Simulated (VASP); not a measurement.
A run of VASP 6.6.1 is set up as follows.

The input INCAR:

```
SYSTEM = SiSnTeSe3
  PREC = Accurate
  ENCUT = 600
  EDIFF = 1E-7
  ISMEAR = 0
  SIGMA = 0.1
  LREAL = .FALSE.
  LASPH = .TRUE.
  NELM = 60
  ALGO = Fast
  ISIF = 3
  LWAVE = .FALSE.
  LCHARG = .FALSE.
  GGA = PE
  IBRION = 2
  NSW = 100
  EDIFFG = -0.01
```

The input KPOINTS:

```
regular mesh
0
G
  6 6 8
  0 0 0
```

POSCAR

```
SiSnTeSe3
1.0
    7.2910118581      0.0000000000      0.0000000000
   -3.6455059290      6.3142014884      0.0000000000
    0.0000000000      0.0000000000      5.0986296998
Si Sn Te Se
1 1 1 3
Direct
    0.0000000000      0.0000000000      0.0000000000
    0.3333333333      0.6666666667      0.5000000000
    0.0000000000      0.0000000000      0.5000000000
    0.5358967032      0.4641032968      0.5000000000
    0.5358967032      0.0717934063      0.5000000000
    0.9282065937      0.4641032968      0.5000000000
```

Potentials or basis: VASP PAW PBE potentials, release 64 (Si, Sn_d, Te, Se).

Run with:

```console
$ cat potpaw_PBE.64/Si/POTCAR potpaw_PBE.64/Sn_d/POTCAR potpaw_PBE.64/Te/POTCAR potpaw_PBE.64/Se/POTCAR > POTCAR
$ mpirun -np 1 vasp_std > vasp.out
```

Problem. Estimate the band gap on the k mesh.

Solution. Zero (bands 21 and 22 overlap by 0.43 eV).

Problem. Estimate the space group after relaxing (to 0.1 Å).

Solution. P-6m2 (No. 187).

Problem. Predict the relaxed volume.

Solution. 40.36 Å³/atom.

Problem. Predict the relaxed cell.

Solution. a = 7.292 Å, b = 7.292 Å, c = 5.259 Å, α = 90.00°, β = 90.00°, γ = 120.00°.

Forces on the atoms (eV/Å):
```
Si   0.000  0.000  0.000
Sn   0.000  0.000  0.000
Te   0.000  0.000  0.000
Se  -0.003  0.002  0.000
Se   0.000 -0.004  0.000
Se   0.003  0.002  0.000
```

Caveat: semilocal functionals underestimate gaps, and a narrow one can read as zero; spin-orbit coupling is left out, which moves the levels of the heavy elements.
